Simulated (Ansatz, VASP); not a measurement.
## One calculation of K2ScTlF6, two programs

The input INCAR:

```
ALGO = Normal
EDIFF = 1E-7
ENCUT = 520
ISIF = 2
ISMEAR = 0
LASPH = True
LCHARG = False
LREAL = False
LWAVE = False
NBANDS = 53
NELM = 60
PREC = Accurate
SIGMA = 0.05
```

File KPOINTS:

```
k-points
0
Gamma
  6 6 6
```

File POSCAR:

```
K2ScTlF6
1.0
    0.0000000000      4.5782338007      4.5782338007
    4.5782338007      0.0000000000      4.5782338007
    4.5782338007      4.5782338007      0.0000000000
K Sc Tl F
2 1 1 6
Direct
    0.7500000000      0.7500000000      0.7500000000
    0.2500000000      0.2500000000      0.2500000000
    0.0000000000      0.0000000000      0.0000000000
    0.5000000000      0.5000000000      0.5000000000
    0.7826000000      0.2174000000      0.2174000000
    0.2174000000      0.2174000000      0.7826000000
    0.2174000000      0.7826000000      0.7826000000
    0.2174000000      0.7826000000      0.2174000000
    0.7826000000      0.2174000000      0.7826000000
    0.7826000000      0.7826000000      0.2174000000
```

Input for Ansatz:

```yaml
crystal:
  lattice:
    - [0.0, 4.5782338007, 4.5782338007]
    - [4.5782338007, 0.0, 4.5782338007]
    - [4.5782338007, 4.5782338007, 0.0]
  atoms:
    - { symbol: K, position: [0.75, 0.75, 0.75] }
    - { symbol: K, position: [0.25, 0.25, 0.25] }
    - { symbol: Sc, position: [0.0, 0.0, 0.0] }
    - { symbol: Tl, position: [0.5, 0.5, 0.5] }
    - { symbol: F, position: [0.7826, 0.2174, 0.2174] }
    - { symbol: F, position: [0.2174, 0.2174, 0.7826] }
    - { symbol: F, position: [0.2174, 0.7826, 0.7826] }
    - { symbol: F, position: [0.2174, 0.7826, 0.2174] }
    - { symbol: F, position: [0.7826, 0.2174, 0.7826] }
    - { symbol: F, position: [0.7826, 0.7826, 0.2174] }
basis:
  ecutwfc: 420
  fft_grid_basis: typed
kpoints:
  mp_grid: { grid: [6, 6, 6] }
hamiltonian:
  xc: lda
  pseudopotentials: { kind: paw }
scf:
  occupations: { method: gaussian, width: 0.05 }
output:
  forces: true
  stress: true
  eigenvalues: true
  bader: true
  write_density: true
  volumetric_format: npy
  elf: true
```

Alike in both runs: task single point; functional LDA; k mesh 6 × 6 × 6; occupations gaussian, width 0.05 eV; no spin polarisation.

```csv
,VASP,Ansatz
version,VASP 6.6.1,Ansatz 0.2.0
potentials or method,"VASP PAW LDA potentials, release 64 (K_sv, Sc_sv, Tl_d, F), cutoff 520 eV","scalar-relativistic, plane waves, PAW"
valence electrons in the cell,84,84
```

```csv
,VASP,Ansatz,Ansatz less VASP
gap on the k mesh at the Fermi level (eV),4.33,4.39,+0.051
pressure (GPa),-2.0,-2.2,-0.22
rms of the force components (eV/Å),0.084,0.035,-0.0489
```

LDA's correlation is that of Perdew and Zunger in VASP and of Perdew and Wang (1992) in Ansatz. Atom by atom the forces differ by 0.049 eV/Å (rms over components).

Neither program's run includes spin-orbit coupling.
